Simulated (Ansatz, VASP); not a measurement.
Two plane-wave programs on Ta

INCAR

```
SYSTEM = Ta
PREC = Accurate
ENCUT = 520
EDIFF = 1E-6
ISMEAR = 0
SIGMA = 0.15
LREAL = .False.
LASPH = .True.
NELM = 60
ALGO = Fast
ISIF = 2
LWAVE = .False.
LCHARG = .True.
GGA = PS
LELF = .True.
LVHAR = .True.
NBANDS = 12
```

KPOINTS

```
regular mesh
0
Gamma
  26 26 26
  0 0 0
```

The input POSCAR:

```
Ta
1.0
   -1.7058701527      1.7058701527      1.5090389812
    1.7058701527     -1.7058701527      1.5090389812
    1.7058701527      1.7058701527     -1.5090389812
Ta
1
Direct
    0.0000000000      0.0000000000      0.0000000000
```

Input for Ansatz:

```yaml
crystal:
  lattice:
    - [-1.7058701527, 1.7058701527, 1.5090389812]
    - [1.7058701527, -1.7058701527, 1.5090389812]
    - [1.7058701527, 1.7058701527, -1.5090389812]
  atoms:
    - { symbol: Ta, position: [0.0, 0.0, 0.0] }
basis:
  ecutwfc: 420
kpoints:
  mp_grid: { grid: [26, 26, 26] }
hamiltonian:
  xc: pbesol
scf:
  occupations: { method: gaussian, width: 0.15 }
output:
  forces: true
  stress: true
  eigenvalues: true
  write_density: true
  write_potential: true
  elf: true
  volumetric_format: npy
```

Change from the starting cell: strain +0.040 along x and y, -0.080 along z, atoms carried along.

Alike in both runs: task single point; functional PBEsol; k mesh 26 × 26 × 26; occupations gaussian, width 0.15 eV; no spin polarisation.

|  | VASP | Ansatz |
| --- | --- | --- |
| version | VASP 6.6.1 | Ansatz 0.2.0 |
| potentials or method | VASP PAW PBE potentials, release 64 (Ta_pv), cutoff 520 eV | scalar-relativistic, plane waves, PAW |
| valence electrons in the cell | 11 | 13 |

Ansatz gave:

- gap on the k mesh at the Fermi level (eV): none
- pressure (GPa): 2.5
- traceless stress, the component that is largest in VASP (GPa): 6.64

Q: What did VASP give for the same quantities?

A: gap on the k mesh at the Fermi level (eV): none; pressure (GPa): 2.7; traceless stress, the component that is largest in VASP (GPa): 6.61.

VASP's potentials were made for PBE, not for PBEsol. A gap of «none» marks a metal or a gap that the smearing closes. The functional is the same, so the differences come from potentials, cutoffs and numerics. VASP's potentials hold 11 valence electrons a cell and Ansatz's 13, so a difference there can come from the potentials and not from the codes.

Spin-orbit coupling is off throughout.
